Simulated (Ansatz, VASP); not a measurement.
# Two plane-wave programs on Cd5Se

```
CELL_PARAMETERS angstrom
0.00000 4.16898 4.16898
4.16898 0.00000 4.16898
4.16898 4.16898 0.00000
ATOMIC_POSITIONS crystal
Cd 0.37507 0.37507 0.87480
Cd 0.37507 0.87480 0.37507
Cd 0.87480 0.37507 0.37507
Cd 0.37507 0.37507 0.37507
Cd 0.75000 0.75000 0.75000
Se 0.00000 0.00000 0.00000
```

Change from the starting cell: species swapped into the Be5Au type (F-43m, No. 216).

Alike in both runs: functional PBE; k mesh 8 × 8 × 8; occupations gaussian, width 0.1 eV; no spin polarisation.

Ansatz relaxed the structure, and its values are those at the end. VASP's run is a single point on that final structure, the one shown.

|  | VASP | Ansatz |
| --- | --- | --- |
| version | VASP 6.6.1 | Ansatz 0.2.0 |
| potentials or method | VASP PAW PBE potentials, release 64 (Cd, Se), cutoff 520 eV | scalar-relativistic, plane waves, PAW |
| valence electrons in the cell | 66 | 116 |

```csv
,VASP,Ansatz,Ansatz less VASP
gap on the k mesh at the Fermi level (eV),none,none,-
pressure (GPa),0.3,0.0,-0.25
rms of the force components (eV/Å),0.008,0.008,-0.0002
```

A gap of «none» marks a metal or a gap that the smearing closes. The functional is the same, so the differences come from potentials, cutoffs and numerics. VASP's potentials hold 66 valence electrons a cell and Ansatz's 116, so a difference there can come from the potentials and not from the codes.
